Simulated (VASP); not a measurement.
# CoO: single point with PBEsol

CoO:

```
Co O
1.0
     2.66093    0.00000    0.00000
    -1.33047    2.30444    0.00000
     0.00000    0.00000    5.96714
Co O
2 2
Direct
  0.33333 0.66667 0.53488
  0.00000 0.00000 0.03488
  0.33333 0.66667 0.84012
  0.00000 0.00000 0.34012
```

```json
{"Program": "VASP 6.6.1", "Task": "single point", "Functional": "PBEsol", "Potentials or basis": "VASP PAW PBE potentials, release 64 (Co, O)", "Cutoff": "520 eV", "k mesh": "10 × 10 × 5", "Occupations": "fermi-dirac, width 0.05 eV", "Spin": "collinear spin, ferromagnetic start", "Starting moments": "[2.0, 2.0, 0.0, 0.0] μB", "Dipole correction": "no", "Further INCAR settings": "ALGO = Normal; EDIFF = 1e-06; NBANDS = 27"}
```

- Pressure: -2.4 GPa
- Largest force: 0.734 eV/Å
- Net moment: 2.42 μB per cell
- Site moments: Co +1.11; O +0.09 μB
- Valence electrons inside the program's atomic spheres: Co 8.31; O 4.97

Forces in eV/Å, atoms in the order of the input:
```
Co   0.000  0.000 -0.734
Co   0.000  0.000 -0.734
O    0.000  0.000  0.734
O    0.000  0.000  0.734
```

Stress tensor (GPa, compression positive):
```
-0.78  0.00  0.00
 0.00 -0.78  0.00
 0.00  0.00 -5.70
```

Levels at points of the mesh, in eV from the Fermi level:
Spin up:
| k point | band 14 | band 15 | band 16 | band 17 | band 18 | band 19 |
| --- | --- | --- | --- | --- | --- | --- |
| (0.00, 0.00, 0.00) | -1.76 | -0.81 | -0.81 | 0.60 | 0.60 | 2.19 |
| (0.50, 0.00, 0.00) | -1.10 | -1.00 | -0.44 | -0.25 | 0.73 | 5.68 |
Spin down:
```tsv
k point	band 10	band 11	band 12	band 13	band 14	band 15	band 16	band 17	band 18	band 19
(0.00, 0.00, 0.00)	-1.42	-1.27	-1.27	-0.84	-0.84	0.09	0.09	1.53	1.53	2.94
(0.50, 0.00, 0.00)	-1.66	-1.08	-0.53	-0.37	0.05	0.27	0.66	0.94	1.65	5.95
```

Wall time 2.6 min on 1 thread of AMD EPYC 7R43 64-Core Processor (Zen 3), on a shared host, peak memory 0.16 GiB.

Caveat: the PAW data sets were made with another functional, which shifts forces and pressure a little; semilocal functionals often make such compounds metallic where correlation or magnetic order opens a gap, which also shifts bond lengths. With open d or f shells a metallic result of PBEsol can be an artefact of self-interaction; +U or a hybrid may open a gap.
